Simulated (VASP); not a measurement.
# Si (P2/c) in VASP: a series of runs

Runs on Si. Level: LDA. Tasks: single point.

Program: VASP 6.6.1. These are calculated values, not measurements. Logs are shortened: lines on timing, memory, paths and dates and some standing lists are left out, and cuts for length are marked.

**1. The cell of the first run**

Symmetry: P2/c, No. 13, monoclinic system. Conventional cell: a = 2.611 Å, b = 16.477 Å, c = 3.613 Å, α = 90.00°, β = 111.18°, γ = 90.00°. Si (site symmetry 2) has 6 Si at 2.47 to 3.08 Å within 3.3 Å. Within 3.3 Å of Si (site symmetry 2) lie 10 Si at 2.47 to 3.08 Å. Si (site symmetry 2) has 10 Si at 2.47 to 3.08 Å within 3.3 Å. Si (site symmetry 2) has 10 Si at 2.47 to 3.08 Å within 3.3 Å.

**2. Single point, LDA (the distance across one plane changed)**

Input file INCAR:

```
SYSTEM = Si
  ALGO = Normal
  EDIFF = 1E-7
  ENCUT = 520
  GGA = CA
  ISIF = 2
  ISMEAR = 0
  KPAR = 4
  LASPH = .TRUE.
  LCHARG = .FALSE.
  LREAL = .FALSE.
  LWAVE = .FALSE.
  NBANDS = 26
  NELM = 100
  PREC = Accurate
  SIGMA = 0.15
```

Input file KPOINTS:

```
k-points
0
G
  24 17 5
  0 0 0
```

Input file POSCAR:

```
Si
1.0
    0.0000000000      0.0000000000     -2.6105984716
   -2.3824154513     -2.3824154513     -1.3052992358
  -11.6509821490     11.6509821490      0.0000000000
Si
8
Direct
    0.5000000000      0.5000000000      0.0511204854
    0.0000000000      0.5000000000      0.6645663102
    0.5000000000      0.5000000000      0.4600843686
    0.0000000000      0.5000000000      0.2556024270
    0.0000000000      1.0000000000      0.1533614562
    0.5000000000      1.0000000000      0.7668072810
    0.0000000000      1.0000000000      0.5623253394
    0.5000000000      1.0000000000      0.3578433978
```

Potentials or basis: VASP PAW LDA potentials, release 64 (Si).

Started as:

```console
cat potpaw_LDA.64/Si/POTCAR > POTCAR
mpirun -np 4 vasp_std > vasp.out
```

OUTCAR:

```text
SYSTEM = Si
   EDIFF = 1E-7
   ENCUT = 520
   GGA = CA
   ISIF = 2
   ISMEAR = 0
   LASPH = .TRUE.
   LREAL = .FALSE.
   NELM = 100
   PREC = Accurate

 ion  position               nearest neighbor table
   1  0.500  0.500  0.051-   5 2.47   5 2.47   5 3.08   5 3.08
   2  0.000  0.500  0.665-   6 2.47   6 2.47   7 2.47   7 2.47   6 3.08   6 3.08   7 3.08   7 3.08

   3  0.500  0.500  0.460-   8 2.47   7 2.47   8 2.47   7 2.47   8 3.08   7 3.08   8 3.08   7 3.08

   4  0.000  0.500  0.256-   5 2.47   5 2.47   8 2.47   8 2.47   5 3.08   5 3.08   8 3.08   8 3.08

   5  0.000  0.000  0.153-   4 2.47   4 2.47   1 2.47   1 2.47   4 3.08   4 3.08   1 3.08   1 3.08

   6  0.500  0.000  0.767-   2 2.47   2 2.47   2 3.08   2 3.08
   7  0.000  0.000  0.562-   3 2.47   3 2.47   2 2.47   2 2.47   3 3.08   3 3.08   2 3.08   2 3.08

   8  0.500  0.000  0.358-   3 2.47   3 2.47   4 2.47   4 2.47   3 3.08   3 3.08   4 3.08   4 3.08

  LATTYP: Found a base centered orthorhombic cell.
 ALAT       =     2.6105984716
 B/A-ratio  =     2.5812044856
 C/A-ratio  =     6.3115707564

  Lattice vectors:

 A1 = (   2.3824154513,   2.3824154513,  -1.3052992358)
 A2 = (  -2.3824154513,  -2.3824154513,  -1.3052992358)
 A3 = ( -11.6509821490,  11.6509821490,   0.0000000000)

Analysis of symmetry for initial positions (statically):
=====================================================================
 Subroutine PRICEL returns:
 Original cell was already a primitive cell.

 Routine SETGRP: Setting up the symmetry group for a
 base centered orthorhombic supercell.

 Subroutine GETGRP returns: Found  4 space group operations
 (whereof  2 operations were pure point group operations)
 out of a pool of  8 trial point group operations.

The static configuration has the point symmetry C_2 .
 The point group associated with its full space group is C_2h.

Analysis of symmetry for dynamics (positions and initial velocities):
=====================================================================
 Subroutine PRICEL returns:
 Original cell was already a primitive cell.

 Routine SETGRP: Setting up the symmetry group for a
 base centered orthorhombic supercell.

 Subroutine GETGRP returns: Found  4 space group operations
 (whereof  2 operations were pure point group operations)
 out of a pool of  8 trial point group operations.

The dynamic configuration has the point symmetry C_2 .
 The point group associated with its full space group is C_2h.
[... 137 lines left out ...]
   IBRION =     -1    ionic relax: 0-MD 1-quasi-New 2-CG
   NFREE  =      0    steps in history (QN), initial steepest desc. (CG)
   ISIF   =      2    stress and relaxation
   ISYM   =      2    0-nonsym 1-usesym 2-fastsym
   POTIM  = 0.5000    time-step for ionic-motion
   TEBEG  =    0.0;   TEEND  =   0.0 temperature during run
   PSTRESS=    0.0 pullay stress
   NELECT =      32.0000    total number of electrons
   NUPDOWN=      -1.0000    fix difference up-down
   EMIN   =  10.00;   EMAX   =-10.00  energy-range for DOS
   EFERMI =   0.00;   METHOD = LEGACY
   ISMEAR =     0;   SIGMA  =   0.15  broadening in eV -4-tet -1-fermi 0-gaus
   EFERMI_NEDOS =   21; number of points for ismear=-14 and -15
   IALGO  =     38    algorithm
   IMIX   =      4    mixing-type and parameters
     AMIX     =   0.40;   BMIX     =  1.00
     AMIX_MAG =   1.60;   BMIX_MAG =  1.00
  volume/ion in A,a.u.               =      18.12       122.25
  Fermi-wavevector in a.u.,A,eV,Ry     =   0.989483  1.869851 13.321133  0.979076
  Thomas-Fermi vector in A             =   2.121084
   LORBIT       =      0    0 simple, 1 ext, 2 COOP (PROOUT), +10 PAW based schemes
   GGA     = CA    functional components
   LHFCALC =     F    Hartree Fock is set to
   AEXX    =    0.0000 exact exchange contribution
   IVDW    =     0    specifies the selected vdW correction
   LEPSILON=     F    determine dielectric tensor
   LRPA    =     F    only Hartree local field effects (RPA)
 non-spin polarized calculation
 Gauss-broadening in eV      SIGMA  =   0.15
  energy-cutoff  :      520.00
  volume of cell :      144.93
 maximum number of plane-waves:      3934
   NGX =  9   NGY = 13   NGZ = 61

 number of electron      31.9999998 magnetization

 Free energy of the ion-electron system (eV)
  ---------------------------------------------------
  ext. energy  EPLUGINS =         0.00000000
  ---------------------------------------------------
  free energy    TOTEN  =       -44.48272510 eV

  energy without entropy =      -44.44241868  energy(sigma->0) =      -44.46257189

 E-fermi :   6.8719     XC(G=0):  -9.9543

 val. band max:        6.8717898133   @ k =  -0.1667   0.2941   0.0000
 cond. band min:       6.8724979579   @ k =   0.3750  -0.0000   0.2000
 fundamental gap:      0.0007081445
 Fermi energy:         6.8719025506

 k-point     1 :       0.0000    0.0000    0.0000
  band No.  band energies     occupation
      1      -6.8471      2.00000
      2      -6.2909      2.00000
      3      -5.4090      2.00000
      4      -4.2121      2.00000
      5      -2.7500      2.00000
      6      -0.9782      2.00000
[... 685 lines left out ...]
     25      10.1523      0.00000
     26      10.2467      0.00000

 [... further k-points ...]

------------------------ aborting loop because EDIFF is reached ----------------------------------------

  FORCE on cell =-STRESS in cart. coord.  units (eV):
  Direction    XX          YY          ZZ          XY          YZ          ZX
  --------------------------------------------------------------------------------------
  -------------------------------------------------------------------------------------
  Total       -1.3521766     -1.3521766     -3.5575414     -1.2033992      0.3463231      0.3463231
  in kB      -14.9483721    -14.9483721    -39.3287769    -13.3036307      3.8286166      3.8286166
  external PRESSURE =     -23.0751737 kB  Pullay stress =       0.0000000 kB

 VOLUME and BASIS-vectors are now :
 -----------------------------------------------------------------------------
  energy-cutoff  :      520.00
  volume of cell :      144.93
      direct lattice vectors                 reciprocal lattice vectors
     0.000000000  0.000000000 -2.610598472     0.104935518  0.104935518 -0.383053928
    -2.382415451 -2.382415451 -1.305299236    -0.209871036 -0.209871036  0.000000000
   -11.650982149 11.650982149  0.000000000    -0.042914837  0.042914837  0.000000000

 POSITION                                       TOTAL-FORCE (eV/Angst)
 -----------------------------------------------------------------------------------
     -1.78681     -0.59560     -1.95795        -0.153384      0.153384     -0.000000
     -8.93406      6.55164     -0.65265        -0.344807      0.344807     -0.000000
     -6.55164      4.16923     -1.95795         0.000811     -0.000811     -0.000000
     -4.16923      1.78681     -0.65265        -0.071627      0.071627     -0.000000
     -1.78681      1.78681      0.00000         0.344807     -0.344807     -0.000000
     -8.93406      8.93406     -1.30530         0.153384     -0.153384      0.000000
     -6.55164      6.55164      0.00000         0.071627     -0.071627     -0.000000
     -4.16923      4.16923     -1.30530        -0.000811      0.000811      0.000000
 -----------------------------------------------------------------------------------
    total drift:                               -0.000000      0.000000     -0.000000

  FREE ENERGIE OF THE ION-ELECTRON SYSTEM (eV)
  ---------------------------------------------------
  free  energy   TOTEN  =       -44.4827250951 eV

  energy  without entropy=      -44.4424186756  energy(sigma->0) =      -44.46257189
```

OSZICAR:

```text
N       E                     dE             d eps       ncg     rms          rms(c)
DAV:   1     0.675923885865E+02    0.67592E+02   -0.12287E+04 31980   0.103E+03
DAV:   2    -0.390944932523E+02   -0.10669E+03   -0.99933E+02 39108   0.155E+02
DAV:   3    -0.450084892041E+02   -0.59140E+01   -0.57433E+01 43724   0.322E+01
DAV:   4    -0.451400308902E+02   -0.13154E+00   -0.13107E+00 41198   0.574E+00
DAV:   5    -0.451441229008E+02   -0.40920E-02   -0.40893E-02 44272   0.990E-01    0.862E+00
DAV:   6    -0.451076992979E+02    0.36424E-01   -0.46956E+00 48952   0.924E+00    0.535E+00
DAV:   7    -0.447133783658E+02    0.39432E+00   -0.45125E+00 48522   0.105E+01    0.401E+00
DAV:   8    -0.444827246154E+02    0.23065E+00   -0.79044E-01 43466   0.430E+00    0.575E-01
DAV:   9    -0.444837053626E+02   -0.98075E-03   -0.92724E-02 38226   0.145E+00    0.523E-01
DAV:  10    -0.444833431279E+02    0.36223E-03   -0.67035E-03 43874   0.374E-01    0.461E-01
DAV:  11    -0.444832253930E+02    0.11773E-03   -0.36975E-04 41120   0.883E-02    0.384E-01
DAV:  12    -0.444827177963E+02    0.50760E-03   -0.10844E-03 39984   0.149E-01    0.109E-01
DAV:  13    -0.444827239949E+02   -0.61986E-05   -0.21297E-04 40178   0.642E-02    0.766E-02
DAV:  14    -0.444827240182E+02   -0.23293E-07   -0.12188E-05 39324   0.172E-02    0.497E-02
DAV:  15    -0.444827250155E+02   -0.99734E-06   -0.75605E-06 35814   0.110E-02    0.189E-02
DAV:  16    -0.444827251283E+02   -0.11284E-06   -0.97565E-07 42012   0.413E-03    0.903E-03
DAV:  17    -0.444827250951E+02    0.33241E-07   -0.89429E-08 22024   0.138E-03
   1 F= -.44482725E+02 E0= -.44462572E+02  d E =-.403064E-01
```

It took 8.1 min on 4 MPI ranks of Intel Xeon Platinum 8488C (Sapphire Rapids), shared host; peak memory 1.4 GiB.

Results:

* Free energy: -44.4827 eV
* Pressure: -2.3 GPa
* Largest force: 0.488 eV/Å
* Band gap on the k mesh: zero (bands 16 and 17 overlap by 3.48 eV)

Forces in eV/Å, atoms in the order of the input:
```
Si  -0.153  0.153  0.000
Si  -0.345  0.345  0.000
Si   0.001 -0.001  0.000
Si  -0.072  0.072  0.000
Si   0.345 -0.345  0.000
Si   0.153 -0.153  0.000
Si   0.072 -0.072  0.000
Si  -0.001  0.001  0.000
```

Stress tensor (GPa, compression positive):
```
-1.49 -1.33  0.38
-1.33 -1.49  0.38
 0.38  0.38 -3.93
```

Caveat: the cell differs from its parent crystal (the distance across one plane changed).

**3. Single point, LDA (the distance across one plane changed)**

Input file INCAR:

```
SYSTEM = Si
PREC = Accurate
ENCUT = 520
EDIFF = 1E-6
ISMEAR = 0
SIGMA = 0.15
LREAL = .False.
LASPH = .True.
NELM = 80
ALGO = Fast
ISIF = 2
LWAVE = .False.
LCHARG = .True.
GGA = CA
LELF = .True.
LVHAR = .True.
NBANDS = 26
```

Input file KPOINTS:

```
regular mesh
0
Gamma
  24 17 5
  0 0 0
```

Input file POSCAR:

```
Si
1.0
    0.0000000000      0.0000000000     -2.6105984716
   -2.3824154513     -2.3824154513     -1.3052992358
  -10.9438753678     10.9438753678      0.0000000000
Si
8
Direct
    0.5000000000      0.5000000000      0.0544234874
    0.0000000000      0.5000000000      0.7075053358
    0.5000000000      0.5000000000      0.4898113863
    0.0000000000      0.5000000000      0.2721174368
    0.0000000000      1.0000000000      0.1632704621
    0.5000000000      1.0000000000      0.8163523105
    0.0000000000      1.0000000000      0.5986583611
    0.5000000000      1.0000000000      0.3809644116
```

Potentials or basis: VASP PAW LDA potentials, release 64 (Si).

Started as:

```console
cat potpaw_LDA.64/Si/POTCAR > POTCAR
mpirun -np 1 vasp_std > vasp.out
```

Run time: 41 min. Hardware: 1 thread of Oxide Virtual Turin-like, shared host; peak memory 1.2 GiB.

The run converged. Its results:

* Free energy: -44.6341 eV
* Pressure: -2.7 GPa
* Largest force: 0.480 eV/Å
* Band gap on the k mesh: zero (bands 16 and 17 overlap by 3.51 eV)

Forces in eV/Å, atoms in the order of the input:
```
Si  -0.022  0.022  0.000
Si  -0.339  0.339  0.000
Si   0.009 -0.009  0.000
Si  -0.057  0.057  0.000
Si   0.339 -0.339  0.000
Si   0.022 -0.022  0.000
Si   0.057 -0.057  0.000
Si  -0.009  0.009  0.000
```

Stress tensor (GPa, compression positive):
```
-1.97 -0.80  0.39
-0.80 -1.97  0.39
 0.39  0.39 -4.05
```

Levels at points of the mesh, in eV from the Fermi level:
```csv
k point,band 13,band 14,band 15,band 16,band 17,band 18,band 19,band 20
"(0.00, 0.00, 0.00)",-0.39,0.08,0.12,1.36,1.42,2.37,2.67,3.17
"(0.50, 0.00, 0.00)",-2.10,-2.05,-1.99,-1.22,-0.90,-0.45,0.36,0.78
```

Caveat: the cell differs from its parent crystal (the distance across one plane changed).
